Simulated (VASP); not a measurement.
RbYSi2:

```
Rb Y Si
1.0
     4.17736    0.00000    0.00000
     0.00000    4.17736    0.00000
     0.00000    0.00000    4.46224
Rb Y Si
1 1 2
Direct
  0.00000 0.00000 0.50000
  0.00000 0.00000 0.00000
  0.50000 0.50000 0.74651
  0.50000 0.50000 0.25349
```

```yaml
Program: VASP 6.6.1
Task: relaxation of cell and atoms
Functional: PBE
Potentials_or_basis: VASP PAW PBE potentials, release 64 (Rb_sv, Y_sv, Si)
Cutoff: 600 eV
k_mesh: 4 × 4 × 4
Occupations: gaussian, width 0.1 eV
Spin: no spin polarisation
```

At the start: pressure 32.8 GPa; volume 19.47 Å³/atom.

Question: How do energy, volume and symmetry change on relaxing?

Answer: Over 18 steps the energy falls by 1833.7 meV/atom and the volume is 28.42 Å³/atom (+46.0 %); space group P4/mmm (No. 123, to 0.05 Å).

The path:
```tsv
step	energy change (eV)	largest force (eV/Å)	pressure (GPa)	volume (Å³)
1	0.0000	1.1235	32.79	77.87
2	-5.0689	1.7263	-5.56	122.04
3	-4.9643	1.4155	-1.43	100.87
4	-5.0968	1.7720	-4.60	115.66
5	-5.8044	1.9499	-0.87	104.22
6	-6.0687	1.8376	4.26	95.00
7	-6.5878	1.2999	3.90	97.55
8	-6.9084	0.6823	4.37	100.24
9	-6.4267	2.6367	10.01	105.23
10	-6.9542	0.3489	5.08	101.05
11	-7.3130	0.1350	-1.38	118.62
12	-7.3208	0.2660	-0.87	116.47
13	-7.3208	0.2848	-0.79	116.15
14	-7.3220	0.4869	0.21	114.33
15	-7.3322	0.0756	-0.32	115.19
16	-7.3339	0.0595	-0.01	114.12
17	-7.3340	0.0551	0.08	113.82
18	-7.3347	0.0185	0.03	113.68
```

Final structure:
```
Rb Y Si
1.0
     3.87030    0.00000    0.00000
     0.00000    3.87030    0.00000
     0.00000    0.00000    7.58899
Rb Y Si
1 1 2
Direct
  0.00000 0.00000 0.50000
  0.00000 0.00000 0.00000
  0.50000 0.50000 0.84547
  0.50000 0.50000 0.15453
```

Caveat: the k points lie up to 0.41 Å⁻¹ apart in the final cell; the volume moved by over 15 % at a fixed basis, so the end points are rough.
